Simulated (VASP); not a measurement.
Set up this calculation in VASP 6.6.1, as the native input.

- Task: electric field gradients
- Functional: PBE
- Potentials or basis: VASP PAW PBE potentials, release 64 (Zn, O)
- Cutoff: 520 eV
- k mesh: 11 × 11 × 6
- Occupations: fermi-dirac, width 0.02 eV
- Spin: no spin polarisation
- Dipole correction: no
- Further INCAR settings: ALGO = Normal; EDIFF = 1e-08; NBANDS = 26

The structure of ZnO lies in POSCAR:

```
ZnO
1.0
    3.2493987239      0.0000000000      0.0000000000
   -1.6246993619      2.8140618419      0.0000000000
    0.0000000000      0.0000000000      5.2038000000
Zn O
2 2
Direct
    0.3333333333      0.6666666667      0.0000000000
    0.6666666667      0.3333333333      0.5000000000
    0.3333333333      0.6666666667      0.3821000000
    0.6666666667      0.3333333333      0.8821000000
```

The input as run:

INCAR

```
SYSTEM = ZnO
PREC = Accurate
ENCUT = 520
EDIFF = 1E-8
ISMEAR = -1
SIGMA = 0.02
LREAL = .False.
LASPH = .True.
NELM = 60
ALGO = Normal
ISIF = 2
LWAVE = .False.
LCHARG = .False.
GGA = PE
LEFG = .True.
NBANDS = 26
```

KPOINTS

```
Automatic mesh
0
Gamma
  11 11 6
  0 0 0
```

Potentials or basis: VASP PAW PBE potentials, release 64 (Zn, O).

Launch:

```console
$ cat potpaw_PBE.64/Zn/POTCAR potpaw_PBE.64/O/POTCAR > POTCAR
$ mpirun -np 1 vasp_std > vasp.out
```

Results of the run:

The pressure is 6.0 GPa, the largest force is 0.033 eV/Å and the band gap on the k mesh is 0.79 eV, direct.

Caveat: without QUAD_EFG the Cq values of the log hold for a quadrupole moment of 1 mb, not for the nuclei.

Run time: 110 s on 1 thread of AMD EPYC 7R43 64-Core Processor (Zen 3), with other jobs on the host, peak memory 0.16 GiB.
